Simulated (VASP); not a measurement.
# ZnS (I-4m2) in VASP: notebook

ZnS is run at these levels: r2SCAN; tasks: single point.

Program: VASP 6.6.1. These are calculated values, not measurements. Logs are shortened: lines on timing, memory, paths and dates and some standing lists are left out, and cuts for length are marked.

### 1 The cell of the first run

It takes space group I-4m2 (No. 119, tetragonal). The conventional cell has a = 3.696 Å, b = 3.696 Å, c = 5.577 Å, α = 90.00°, β = 90.00°, γ = 90.00°. Within 3.1 Å of Zn (site symmetry -4m2) lie 4 S at 2.31 Å. Within 3.1 Å of S (site symmetry -4m2) lie 4 Zn at 2.31 Å.

### 2 Single point, r2SCAN (epitaxial xy strain -3.0%)

The input, POSCAR:

```
ZnS
1.0
    0.0000000000      2.6132632566      2.7886568426
    2.6132632566      0.0000000000      2.7886568426
    2.6132632566      2.6132632566      0.0000000000
Zn S
1 1
Direct
    0.0000000000      0.0000000000      0.0000000000
    0.2500000000      0.2500000000      0.2500000000
```

The input, INCAR.step1:

```
ALGO = Normal
EDIFF = 1E-4
ENCUT = 520
GGA = PE
ISMEAR = 0
LASPH = True
LCHARG = False
LREAL = False
LWAVE = True
NBANDS = 16
NELM = 60
PREC = Accurate
SIGMA = 0.01
```

The input, INCAR.step2:

```
ALGO = Normal
EDIFF = 1E-6
ENCUT = 520
ISIF = 2
ISMEAR = 0
ISTART = 1
LASPH = True
LCHARG = False
LMIXTAU = True
LREAL = False
LWAVE = False
METAGGA = R2SCAN
NBANDS = 16
NELM = 60
PREC = Accurate
SIGMA = 0.01
```

The input, KPOINTS:

```
k-points
0
Gamma
  8 8 8
```

Potentials or basis: VASP PAW PBE potentials, release 64 (Zn, S).

The run is started by

```console
$ cat potpaw_PBE.64/Zn/POTCAR potpaw_PBE.64/S/POTCAR > POTCAR
$ cp INCAR.step1 INCAR
$ mpirun -np 1 vasp_std > vasp.out
$ cp INCAR.step2 INCAR
$ mpirun -np 1 vasp_std > vasp.out
```

OUTCAR:

```text
EDIFF = 1E-6
   ENCUT = 520
   ISIF = 2
   ISMEAR = 0
   ISTART = 1
   LASPH = True
   LREAL = False
   METAGGA = R2SCAN
   NELM = 60
   PREC = Accurate

 ion  position               nearest neighbor table
   1  0.000  0.000  0.000-   2 2.31   2 2.31   2 2.31   2 2.31
   2  0.250  0.250  0.250-   1 2.31   1 2.31   1 2.31   1 2.31

  LATTYP: Found a body centered tetragonal cell.
 ALAT       =     3.6957123395
 C/A-ratio  =     1.5091308989

  Lattice vectors:

 A1 = (  -2.6132632566,   0.0000000000,   2.7886568426)
 A2 = (   2.6132632566,   0.0000000000,   2.7886568426)
 A3 = (   0.0000000000,   2.6132632566,  -2.7886568426)

Analysis of symmetry for initial positions (statically):
=====================================================================
 Subroutine PRICEL returns:
 Original cell was already a primitive cell.

 Routine SETGRP: Setting up the symmetry group for a
 body centered tetragonal supercell.

 Subroutine GETGRP returns: Found  8 space group operations
 (whereof  8 operations were pure point group operations)
 out of a pool of 16 trial point group operations.

The static configuration has the point symmetry D_2d.

Analysis of symmetry for dynamics (positions and initial velocities):
=====================================================================
 Subroutine PRICEL returns:
 Original cell was already a primitive cell.

 Routine SETGRP: Setting up the symmetry group for a
 body centered tetragonal supercell.

 Subroutine GETGRP returns: Found  8 space group operations
 (whereof  8 operations were pure point group operations)
 out of a pool of 16 trial point group operations.

The dynamic configuration has the point symmetry D_2d.

 Subroutine INISYM returns: Found  8 space group operations
 (whereof  8 operations are pure point group operations),
 and found     1 'primitive' translations

----------------------------------------------------------------------------------------

                                     Primitive cell

  volume of cell :      38.0883

  direct lattice vectors                    reciprocal lattice vectors
     0.000000000  2.613263257  2.788656843    -0.191331661  0.191331661  0.179297787
     2.613263257  0.000000000  2.788656843     0.191331661 -0.191331661  0.179297787
     2.613263257  2.613263257  0.000000000     0.191331661  0.191331661 -0.179297787

  length of vectors
     3.821747223  3.821747223  3.695712340     0.324597143  0.324597143  0.324597143

  position of ions in fractional coordinates (direct lattice)
     0.000000000  0.000000000  0.000000000
     0.250000000  0.250000000  0.250000000

  ion indices of the primitive-cell ions
   primitive index   ion index
                 1           1
                 2           2

----------------------------------------------------------------------------------------

 KPOINTS: k-points

Automatic generation of k-mesh.
 Grid dimensions read from file:
 generate k-points for:    8    8    8

 Generating k-lattice:

  Cartesian coordinates                     Fractional coordinates (reciprocal lattice)
    -0.023916458  0.023916458  0.022412223     0.125000000  0.000000000  0.000000000
     0.023916458 -0.023916458  0.022412223     0.000000000  0.125000000  0.000000000
     0.023916458  0.023916458 -0.022412223     0.000000000  0.000000000  0.125000000

  Length of vectors
     0.040574643  0.040574643  0.040574643

  Shift w.r.t. Gamma in fractional coordinates (k-lattice)
     0.000000000  0.000000000  0.000000000

 Subroutine IBZKPT returns following result:
 ===========================================

 Found     59 irreducible k-points:

 Following reciprocal coordinates:
            Coordinates               Weight
  0.000000  0.000000  0.000000      1.000000
  0.125000  0.000000  0.000000      8.000000
  0.250000  0.000000  0.000000      8.000000
  0.375000  0.000000  0.000000      8.000000
  0.500000  0.000000  0.000000      4.000000
  0.125000  0.125000  0.000000      2.000000
[... 16 lines left out ...]
  0.250000 -0.000000  0.125000     16.000000
  0.375000  0.000000  0.125000     16.000000
 [... further k-points ...]
   k-points           NKPTS =     59   k-points in BZ     NKDIM =     59   number of bands    NBANDS=     16
   number of dos      NEDOS =    301   number of ions     NIONS =      2
   total plane-waves  NPLWV =  21952
   dimension x,y,z NGX =    28 NGY =   28 NGZ =   28
   dimension x,y,z NGXF=    56 NGYF=   56 NGZF=   56
   ions per type =               1   1
   NGX,Y,Z   is equivalent  to a cutoff of  12.18, 12.18, 12.60 a.u.
   NGXF,Y,Z  is equivalent  to a cutoff of  24.36, 24.36, 25.19 a.u.
 SYSTEM =  unknown system
   PREC   = accura    normal or accurate (medium, high low for compatibility)
   ISTART =      1    job   : 0-new  1-cont  2-samecut
   ICHARG =      0    charge: 1-file 2-atom 10-const
   ISPIN  =      1    spin polarized calculation?
   LNONCOLLINEAR =      F non collinear calculations
   LSORBIT =      F    spin-orbit coupling
   LASPH  =      T    aspherical Exc in radial PAW
   ENCUT  =  520.0 eV  38.22 Ry    6.18 a.u.   7.11  7.11  6.87*2*pi/ulx,y,z
   NELM   =     60;   NELMIN=  2; NELMDL=  0     # of ELM steps
   EDIFF  = 0.1E-05   stopping-criterion for ELM
   LREAL  =      F    real-space projection
   EDIFFG = 0.1E-04   stopping-criterion for IOM
   NSW    =      0    number of steps for IOM
   IBRION =     -1    ionic relax: 0-MD 1-quasi-New 2-CG
   NFREE  =      0    steps in history (QN), initial steepest desc. (CG)
   ISIF   =      2    stress and relaxation
   ISYM   =      2    0-nonsym 1-usesym 2-fastsym
   POTIM  = 0.5000    time-step for ionic-motion
   TEBEG  =    0.0;   TEEND  =   0.0 temperature during run
   PSTRESS=    0.0 pullay stress
   NELECT =      18.0000    total number of electrons
   NUPDOWN=      -1.0000    fix difference up-down
   EMIN   =  10.00;   EMAX   =-10.00  energy-range for DOS
   EFERMI =   0.00;   METHOD = LEGACY
   ISMEAR =     0;   SIGMA  =   0.01  broadening in eV -4-tet -1-fermi 0-gaus
   EFERMI_NEDOS =   21; number of points for ismear=-14 and -15
   IALGO  =     38    algorithm
   IMIX   =      4    mixing-type and parameters
     AMIX     =   0.40;   BMIX     =  1.00
     AMIX_MAG =   1.60;   BMIX_MAG =  1.00
  volume/ion in A,a.u.               =      19.04       128.52
  Fermi-wavevector in a.u.,A,eV,Ry     =   1.275171  2.409724 22.123915  1.626062
  Thomas-Fermi vector in A             =   2.407898
   LORBIT       =      0    0 simple, 1 ext, 2 COOP (PROOUT), +10 PAW based schemes
   METAGGA = R2SCAN    functional components
   LHFCALC =     F    Hartree Fock is set to
   AEXX    =    0.0000 exact exchange contribution
   IVDW    =     0    specifies the selected vdW correction
   LEPSILON=     F    determine dielectric tensor
   LRPA    =     F    only Hartree local field effects (RPA)
 non-spin polarized calculation
 Gauss-broadening in eV      SIGMA  =   0.01
  energy-cutoff  :      520.00
  volume of cell :       38.09
 maximum number of plane-waves:      1042
   NGX = 15   NGY = 15   NGZ = 13

 number of electron      18.0000020 magnetization

 Free energy of the ion-electron system (eV)
  ---------------------------------------------------
  ext. energy  EPLUGINS =         0.00000000
  ---------------------------------------------------
  free energy    TOTEN  =       -18.84384692 eV

  energy without entropy =      -18.84384692  energy(sigma->0) =      -18.84384692

 E-fermi :   2.3832     XC(G=0): -10.4663

 val. band max:        2.2539563984   @ k =   0.0000   0.0000   0.0000
 cond. band min:       4.9905732010   @ k =   0.0000   0.0000   0.0000
 fundamental gap:      2.7366168026
 Fermi energy:         2.3831702542

 k-point     1 :       0.0000    0.0000    0.0000
  band No.  band energies     occupation
      1     -11.7579      2.00000
      2      -4.5026      2.00000
      3      -4.4582      2.00000
      4      -4.4582      2.00000
      5      -3.8992      2.00000
      6      -3.8781      2.00000
[... 8 lines left out ...]
     15      14.9873      0.00000
     16      15.0949      0.00000

 k-point     2 :       0.1250    0.0000    0.0000
  band No.  band energies     occupation
      1     -11.6305      2.00000
      2      -4.4911      2.00000
      3      -4.4482      2.00000
      4      -4.4331      2.00000
      5      -3.8982      2.00000
      6      -3.8822      2.00000
[... 8 lines left out ...]
     15      14.3448      0.00000
     16      15.7499      0.00000

 k-point     3 :       0.2500    0.0000    0.0000
  band No.  band energies     occupation
      1     -11.2970      2.00000
      2      -4.4483      2.00000
      3      -4.3987      2.00000
      4      -4.3762      2.00000
      5      -3.8862      2.00000
      6      -3.8860      2.00000
[... 8 lines left out ...]
     15      13.8828      0.00000
     16      15.2411      0.00000

 k-point     4 :       0.3750    0.0000    0.0000
  band No.  band energies     occupation
      1     -10.9167      2.00000
      2      -4.3876      2.00000
      3      -4.3276      2.00000
      4      -4.2002      2.00000
      5      -3.8774      2.00000
      6      -3.8558      2.00000
[... 8 lines left out ...]
     15      14.8310      0.00000
     16      15.3317      0.00000
[... 324 lines left out ...]
 k-point    22 :       0.1250    0.0000    0.1250
  band No.  band energies     occupation
      1     -11.5814      2.00000
      2      -4.4833      2.00000
      3      -4.4638      2.00000
      4      -4.4130      2.00000
      5      -3.9012      2.00000
      6      -3.8792      2.00000
[... 8 lines left out ...]
     15      14.2956      0.00000
     16      16.4473      0.00000

 k-point    23 :       0.2500   -0.0000    0.1250
  band No.  band energies     occupation
      1     -11.3106      2.00000
      2      -4.4819      2.00000
      3      -4.4101      2.00000
      4      -4.3545      2.00000
      5      -3.9092      2.00000
      6      -3.8652      2.00000
[... 8 lines left out ...]
     15      14.4209      0.00000
     16      16.7449      0.00000

 k-point    24 :       0.3750    0.0000    0.1250
  band No.  band energies     occupation
      1     -10.9394      2.00000
      2      -4.3957      2.00000
      3      -4.3428      2.00000
      4      -4.2667      2.00000
      5      -3.8877      2.00000
      6      -3.8413      2.00000
[... 8 lines left out ...]
     15      15.4039      0.00000
     16      16.3001      0.00000

 [... further k-points ...]
[... 5 lines left out ...]
  --------------------------------------------------------------------------------------
  -------------------------------------------------------------------------------------
  Total        0.7695489      0.7695489      0.0070955      0.0000000     -0.0000000      0.0000000
  in kB       32.3709465     32.3709465      0.2984704      0.0000000     -0.0000000      0.0000000
  external PRESSURE =      21.6801211 kB  Pullay stress =       0.0000000 kB

 VOLUME and BASIS-vectors are now :
 -----------------------------------------------------------------------------
  energy-cutoff  :      520.00
  volume of cell :       38.09
      direct lattice vectors                 reciprocal lattice vectors
     0.000000000  2.613263257  2.788656843    -0.191331661  0.191331661  0.179297787
     2.613263257  0.000000000  2.788656843     0.191331661 -0.191331661  0.179297787
     2.613263257  2.613263257  0.000000000     0.191331661  0.191331661 -0.179297787

 POSITION                                       TOTAL-FORCE (eV/Angst)
 -----------------------------------------------------------------------------------
      0.00000      0.00000      0.00000        -0.000000     -0.000000      0.000000
      1.30663      1.30663      1.39433         0.000000      0.000000      0.000000
 -----------------------------------------------------------------------------------
    total drift:                                0.000049      0.000049     -0.000056

  FREE ENERGIE OF THE ION-ELECTRON SYSTEM (eV)
  ---------------------------------------------------
  free  energy   TOTEN  =       -18.8438469157 eV

  energy  without entropy=      -18.8438469157  energy(sigma->0) =      -18.84384692
```

It took 99 s on 1 thread of Intel Xeon Platinum 8488C (Sapphire Rapids), shared host; peak memory 0.18 GiB.

What came out:

* Free energy: -18.8438 eV
* Pressure: 2.2 GPa
* Band gap on the k mesh: 2.74 eV, direct

Stress tensor (GPa, compression positive):
```
3.24 0.00 0.00
0.00 3.24 0.00
0.00 0.00 0.03
```

Caveat: the cell differs from its parent crystal (epitaxial xy strain -3.0%); the PAW data sets were made with another functional, which shifts forces and pressure a little.

[end of part 1 of 2]
